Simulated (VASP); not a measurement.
Set up this calculation in VASP 6.6.1, as the native input.

```
Task                   : single point
Functional             : r2SCAN
Potentials or basis    : VASP PAW PBE potentials, release 64 (Sc_sv)
Cutoff                 : 520 eV
k mesh                 : 10 × 10 × 10
Occupations            : fermi-dirac, width 0.1 eV
Spin                   : no spin polarisation
Dipole correction      : no
Further INCAR settings : ALGO = Normal; EDIFF = 1e-06; NBANDS = 12
```

Sc:

```xyz
1
Lattice="-1.9172 1.9172 1.7176 1.9172 -1.9172 1.7176 1.9172 1.9172 -1.7176" Properties=species:S:1:pos:R:3 pbc="T T T"
Sc    0.0000    0.0000    0.0000
```

These files were run (other wordings do the same):

POSCAR

```
Sc
1.0
   -1.9172054859      1.9172054859      1.7176030000
    1.9172054859     -1.9172054859      1.7176030000
    1.9172054859      1.9172054859     -1.7176030000
Sc
1
Direct
    0.0000000000      0.0000000000      0.0000000000
```

INCAR.step1

```
  ALGO = Normal
  EDIFF = 1E-4
  ENCUT = 520
  GGA = PE
  ISMEAR = -1
  LASPH = True
  LCHARG = False
  LREAL = False
  LWAVE = True
  NBANDS = 12
  NELM = 60
  PREC = Accurate
  SIGMA = 0.1
```

INCAR.step2

```
  ALGO = Normal
  EDIFF = 1E-6
  ENCUT = 520
  ISIF = 2
  ISMEAR = -1
  ISTART = 1
  LASPH = True
  LCHARG = True
  LELF = True
  LMIXTAU = True
  LREAL = False
  LVHAR = True
  LWAVE = False
  METAGGA = R2SCAN
  NBANDS = 12
  NELM = 60
  PREC = Accurate
  SIGMA = 0.1
```

KPOINTS

```
k-points
0
Gamma
  10 10 10
```

Potentials or basis: VASP PAW PBE potentials, release 64 (Sc_sv).

Command:

```bash
$ cat potpaw_PBE.64/Sc_sv/POTCAR > POTCAR
$ cp INCAR.step1 INCAR
$ mpirun -np 1 vasp_std > vasp.out
$ cp INCAR.step2 INCAR
$ mpirun -np 1 vasp_std > vasp.out
```

Results of the run:

| Property | Result |
| --- | --- |
| Pressure | 0.0 GPa |
| Band gap on the k mesh | zero (an odd number of electrons rules out a gap without spin polarisation) |

Caveat: the PAW data sets were made with another functional, which shifts forces and pressure a little.

Wall time 51 s on 1 thread of Intel(R) Xeon(R) Platinum 8375C CPU @ 2.90GHz (Ice Lake), on a shared host, peak memory 0.16 GiB.
